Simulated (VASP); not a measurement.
# Cu (Cmce) in VASP: notebook

The runs below take Cu through single point, relaxation of cell and atoms, with PBE.

Everything below comes from runs of VASP 6.6.1. Logs are shortened: lines on timing, memory, paths and dates and some standing lists are left out, and cuts for length are marked.

### 1 The cell of the first run

Symmetry: Cmce, No. 64, orthorhombic system. Conventional cell: a = 2.836 Å, b = 8.997 Å, c = 3.753 Å, α = 90.00°, β = 90.00°, γ = 90.00°. Cu (site symmetry m) has 3 Cu at 1.86 to 1.89 Å within 2.5 Å.

### 2 Single point, PBE

INCAR reads:

```
SYSTEM = Cu
PREC = Accurate
ENCUT = 520
EDIFF = 1E-7
ISMEAR = 0
SIGMA = 0.1
LREAL = .False.
LASPH = .True.
NELM = 100
ALGO = Normal
ISIF = 2
LWAVE = .False.
LCHARG = .False.
GGA = PE
NBANDS = 30
```

KPOINTS reads:

```
regular mesh
0
Gamma
  6 6 6
  0 0 0
```

POSCAR reads:

```
Cu
1.0
    1.4180567933     -4.4983674713      0.0000000000
    1.4180567933      4.4983674713      0.0000000000
    0.0000000000      0.0000000000      3.7529237189
Cu
4
Direct
    0.0980000000      0.9020000000      0.9100000000
    0.5980000000      0.4020000000      0.5900000000
    0.9020000000      0.0980000000      0.0900000000
    0.4020000000      0.5980000000      0.4100000000
```

Potentials or basis: VASP PAW PBE potentials, release 64 (Cu).

On the command line:

```
> cat potpaw_PBE.64/Cu/POTCAR > POTCAR
> mpirun -np 1 vasp_std > vasp.out
```

OUTCAR:

```text
SYSTEM = Cu
   PREC = Accurate
   ENCUT = 520
   EDIFF = 1E-7
   ISMEAR = 0
   LREAL = .False.
   LASPH = .True.
   NELM = 100
   ISIF = 2
   GGA = PE

 ion  position               nearest neighbor table
   1  0.098  0.902  0.910-   2 1.86   2 1.86   3 1.89
   2  0.598  0.402  0.590-   1 1.86   1 1.86   4 1.89
   3  0.902  0.098  0.090-   4 1.86   4 1.86   1 1.89
   4  0.402  0.598  0.410-   3 1.86   3 1.86   2 1.89

  LATTYP: Found a base centered orthorhombic cell.
 ALAT       =     2.8361135866
 B/A-ratio  =     3.1722054381
 C/A-ratio  =     1.3232628399

  Lattice vectors:

 A1 = (   1.4180567933,  -4.4983674713,   0.0000000000)
 A2 = (   1.4180567933,   4.4983674713,   0.0000000000)
 A3 = (   0.0000000000,   0.0000000000,   3.7529237189)

Analysis of symmetry for initial positions (statically):
=====================================================================
 Subroutine PRICEL returns:
 Original cell was already a primitive cell.

 Routine SETGRP: Setting up the symmetry group for a
 base centered orthorhombic supercell.

 Subroutine GETGRP returns: Found  8 space group operations
 (whereof  4 operations were pure point group operations)
 out of a pool of  8 trial point group operations.

The static configuration has the point symmetry C_2h.
 The point group associated with its full space group is D_2h.

Analysis of symmetry for dynamics (positions and initial velocities):
=====================================================================
 Subroutine PRICEL returns:
 Original cell was already a primitive cell.

 Routine SETGRP: Setting up the symmetry group for a
 base centered orthorhombic supercell.

 Subroutine GETGRP returns: Found  8 space group operations
 (whereof  4 operations were pure point group operations)
 out of a pool of  8 trial point group operations.

The dynamic configuration has the point symmetry C_2h.
 The point group associated with its full space group is D_2h.

 Subroutine INISYM returns: Found  8 space group operations
 (whereof  4 operations are pure point group operations),
 and found     1 'primitive' translations

----------------------------------------------------------------------------------------

                                     Primitive cell

  volume of cell :      47.8794

  direct lattice vectors                    reciprocal lattice vectors
     1.418056793 -4.498367471  0.000000000     0.352595187 -0.111151435  0.000000000
     1.418056793  4.498367471  0.000000000     0.352595187  0.111151435  0.000000000
[... 91 lines left out ...]
   EDIFFG = 0.1E-05   stopping-criterion for IOM
   NSW    =      0    number of steps for IOM
   IBRION =     -1    ionic relax: 0-MD 1-quasi-New 2-CG
   NFREE  =      0    steps in history (QN), initial steepest desc. (CG)
   ISIF   =      2    stress and relaxation
   ISYM   =      2    0-nonsym 1-usesym 2-fastsym
   POTIM  = 0.5000    time-step for ionic-motion
   TEBEG  =    0.0;   TEEND  =   0.0 temperature during run
   PSTRESS=    0.0 pullay stress
   NELECT =      44.0000    total number of electrons
   NUPDOWN=      -1.0000    fix difference up-down
   EMIN   =  10.00;   EMAX   =-10.00  energy-range for DOS
   EFERMI =   0.00;   METHOD = LEGACY
   ISMEAR =     0;   SIGMA  =   0.10  broadening in eV -4-tet -1-fermi 0-gaus
   EFERMI_NEDOS =   21; number of points for ismear=-14 and -15
   IALGO  =     38    algorithm
   IMIX   =      4    mixing-type and parameters
     AMIX     =   0.40;   BMIX     =  1.00
     AMIX_MAG =   1.60;   BMIX_MAG =  1.00
  volume/ion in A,a.u.               =      11.97        80.78
  Fermi-wavevector in a.u.,A,eV,Ry     =   1.591633  3.007750 34.467583  2.533296
  Thomas-Fermi vector in A             =   2.690143
   LORBIT       =      0    0 simple, 1 ext, 2 COOP (PROOUT), +10 PAW based schemes
   GGA     = PE    functional components
   LHFCALC =     F    Hartree Fock is set to
   AEXX    =    0.0000 exact exchange contribution
   IVDW    =     0    specifies the selected vdW correction
   LEPSILON=     F    determine dielectric tensor
   LRPA    =     F    only Hartree local field effects (RPA)
 non-spin polarized calculation
 Gauss-broadening in eV      SIGMA  =   0.10
  energy-cutoff  :      520.00
  volume of cell :       47.88
 maximum number of plane-waves:      1310
   NGX = 17   NGY = 17   NGZ = 13

 number of electron      44.0000022 magnetization

 Free energy of the ion-electron system (eV)
  ---------------------------------------------------
  ext. energy  EPLUGINS =         0.00000000
  ---------------------------------------------------
  free energy    TOTEN  =        -3.81734593 eV

  energy without entropy =       -3.80915442  energy(sigma->0) =       -3.81325017

 E-fermi :   7.3494     XC(G=0): -12.3178

 val. band max:        7.3373599597   @ k =   0.5000   0.1667   0.3333
 cond. band min:       7.3849185683   @ k =  -0.3333   0.3333   0.5000
 fundamental gap:      0.0475586086
 Fermi energy:         7.3494123103

 k-point     1 :       0.0000    0.0000    0.0000
  band No.  band energies     occupation
      1      -1.8161      2.00000
      2       1.1553      2.00000
      3       1.4681      2.00000
      4       2.0059      2.00000
      5       2.0301      2.00000
      6       2.0683      2.00000
[... 781 lines left out ...]
     29      19.9070      0.00000
     30      20.9110      0.00000

 [... further k-points ...]

------------------------ aborting loop because EDIFF is reached ----------------------------------------

  FORCE on cell =-STRESS in cart. coord.  units (eV):
  Direction    XX          YY          ZZ          XY          YZ          ZX
  --------------------------------------------------------------------------------------
  -------------------------------------------------------------------------------------
  Total       38.1841867     22.8856399     30.4859339      0.0000000     -0.0000000      0.0000000
  in kB     1277.7498541    765.8176216   1020.1447502      0.0000000     -0.0000000      0.0000000
  external PRESSURE =    1021.2374086 kB  Pullay stress =       0.0000000 kB

 VOLUME and BASIS-vectors are now :
 -----------------------------------------------------------------------------
  energy-cutoff  :      520.00
  volume of cell :       47.88
      direct lattice vectors                 reciprocal lattice vectors
     1.418056793 -4.498367471  0.000000000     0.352595187 -0.111151435  0.000000000
     1.418056793  4.498367471  0.000000000     0.352595187  0.111151435  0.000000000
     0.000000000  0.000000000  3.752923719     0.000000000  0.000000000  0.266458920

 POSITION                                       TOTAL-FORCE (eV/Angst)
 -----------------------------------------------------------------------------------
      1.41806      3.61669      3.41516         0.000000     -7.782512      9.394359
      1.41806     -0.88168      2.21422         0.000000     -7.782512     -9.394359
      1.41806     -3.61669      0.33776         0.000000      7.782512     -9.394359
      1.41806      0.88168      1.53870         0.000000      7.782512      9.394359
 -----------------------------------------------------------------------------------
    total drift:                                0.000000     -0.000000      0.000000

  FREE ENERGIE OF THE ION-ELECTRON SYSTEM (eV)
  ---------------------------------------------------
  free  energy   TOTEN  =        -3.8173459281 eV

  energy  without entropy=       -3.8091544152  energy(sigma->0) =       -3.81325017
```

OSZICAR:

```text
N       E                     dE             d eps       ncg     rms          rms(c)
DAV:   1     0.351982301688E+03    0.35198E+03   -0.20079E+04  3280   0.266E+03
DAV:   2     0.268591233472E+02   -0.32512E+03   -0.31281E+03  3120   0.396E+02
DAV:   3    -0.504403268914E+01   -0.31903E+02   -0.30749E+02  3444   0.174E+02
DAV:   4    -0.593385257779E+01   -0.88982E+00   -0.88852E+00  3446   0.376E+01
DAV:   5    -0.595505235805E+01   -0.21200E-01   -0.21199E-01  4002   0.584E+00    0.120E+01
DAV:   6    -0.441710578893E+01    0.15379E+01   -0.12939E+01  3606   0.745E+01    0.325E+00
DAV:   7    -0.390602952560E+01    0.51108E+00   -0.25282E+00  3758   0.323E+01    0.192E+00
DAV:   8    -0.383018303422E+01    0.75846E-01   -0.12527E-01  4224   0.328E+00    0.775E-01
DAV:   9    -0.381926832577E+01    0.10915E-01   -0.16347E-02  5144   0.187E+00    0.238E-01
DAV:  10    -0.381741711145E+01    0.18512E-02   -0.16704E-03  3498   0.467E-01    0.703E-02
DAV:  11    -0.381734969722E+01    0.67414E-04   -0.31989E-04  4342   0.308E-01    0.157E-02
DAV:  12    -0.381735282876E+01   -0.31315E-05   -0.39739E-05  4178   0.547E-02    0.116E-02
DAV:  13    -0.381734778012E+01    0.50486E-05   -0.53256E-06  3918   0.382E-02    0.263E-03
DAV:  14    -0.381734560776E+01    0.21724E-05   -0.55242E-07  4178   0.728E-03    0.431E-04
DAV:  15    -0.381734579132E+01   -0.18356E-06   -0.41174E-08  1954   0.235E-03    0.173E-04
DAV:  16    -0.381734594028E+01   -0.14896E-06   -0.80355E-09  1830   0.993E-04    0.122E-04
DAV:  17    -0.381734592812E+01    0.12158E-07   -0.45026E-09  1782   0.116E-03
   1 F= -.38173459E+01 E0= -.38132502E+01  d E =-.819151E-02
```

Wall time 95 s (1 thread of Intel Xeon Platinum 8259CL at 2.50GHz (Skylake/Cascade Lake), shared host); peak memory 0.21 GiB.

What came out:

```
Free energy            : -3.8173 eV
Pressure               : 102.1 GPa
Largest force          : 12.199 eV/Å
Band gap on the k mesh : zero (band 22 reaches 9.89 eV, above the bottom of band 23 at 6.86 eV)
```

Forces on the atoms (eV/Å):
```
Cu   0.000 -7.783  9.394
Cu   0.000 -7.783 -9.394
Cu   0.000  7.783 -9.394
Cu   0.000  7.783  9.394
```

Stress tensor (GPa, compression positive):
```
127.77   0.00   0.00
  0.00  76.58   0.00
  0.00   0.00 102.01
```

Caveat: the k points lie up to 0.39 Å⁻¹ apart; forces of over 1 eV/Å act on the atoms, so gaps and moduli don't describe the material at rest.

### 3 Single point, PBE

This run uses another cell than the first one, of 12.06 Å³/atom, 1.007 times its volume.

INCAR reads:

```
SYSTEM = Cu
PREC = Accurate ; ENCUT = 520
EDIFF = 1E-6 ; ISMEAR = 0
SIGMA = 0.1 ; LREAL = .False.
LASPH = .True. ; NELM = 100
ALGO = Fast ; ISIF = 2
LWAVE = .False. ; LCHARG = .False.
GGA = PE ; NBANDS = 30
```

KPOINTS is that of step 2.

POSCAR reads:

```
Cu
1.0
    1.9225321094     -3.2583353959      0.0000000000
    1.9225321094      3.2583353959      0.0000000000
    0.0000000000      0.0000000000      3.8501788098
Cu
4
Direct
    0.1525000000      0.8475000000      0.0785000000
    0.6525000000      0.3475000000      0.4215000000
    0.8475000000      0.1525000000      0.9215000000
    0.3475000000      0.6525000000      0.5785000000
```

Potentials or basis: VASP PAW PBE potentials, release 64 (Cu).

On the command line:

```
> cat potpaw_PBE.64/Cu/POTCAR > POTCAR
> mpirun -np 1 vasp_std > vasp.out
```

It took 71 s on 1 thread of AMD EPYC 9R45 (Zen 5), shared host; peak memory 0.15 GiB.

The run converged. Its results:

| Item | Value |
| --- | --- |
| Free energy | -11.9161 eV |
| Pressure | 31.7 GPa |
| Largest force | 1.353 eV/Å |
| Band gap on the k mesh | zero (band 22 reaches 9.57 eV, above the bottom of band 23 at 6.45 eV) |

Forces in eV/Å, atoms in the order of the input:
```
Cu   0.000 -1.319  0.298
Cu   0.000 -1.319 -0.298
Cu   0.000  1.319 -0.298
Cu   0.000  1.319  0.298
```

Stress tensor (GPa, compression positive):
```
23.00  0.00  0.00
 0.00 46.83  0.00
 0.00  0.00 25.12
```

Levels at points of the mesh, in eV from the Fermi level:
```csv
k point,band 18,band 19,band 20,band 21,band 22,band 23,band 24,band 25,band 26,band 27
"(0.00, 0.00, 0.00)",-2.14,-2.09,-1.81,-1.76,1.48,3.57,4.37,4.61,6.99,7.05
"(0.50, 0.00, 0.00)",-2.49,-2.16,-2.16,-1.73,-1.73,2.94,2.94,4.25,4.25,8.41
"(0.50, 0.50, 0.00)",-2.23,-2.22,-2.00,-1.82,-1.54,0.10,4.87,4.90,6.44,7.07
"(0.00, 0.00, 0.50)",-2.51,-2.02,-2.02,-1.88,-1.88,6.70,6.70,7.08,7.08,8.51
"(0.50, 0.00, 0.50)",-2.19,-2.05,-2.05,-1.54,-1.54,-0.26,-0.26,3.33,3.33,8.26
"(0.50, 0.50, 0.50)",-2.23,-2.04,-2.04,-1.36,-1.36,-0.01,-0.01,4.49,4.49,6.59
```

Caveat: forces of over 1 eV/Å act on the atoms, so gaps and moduli don't describe the material at rest.

(Part 1 of 2 ends here.)
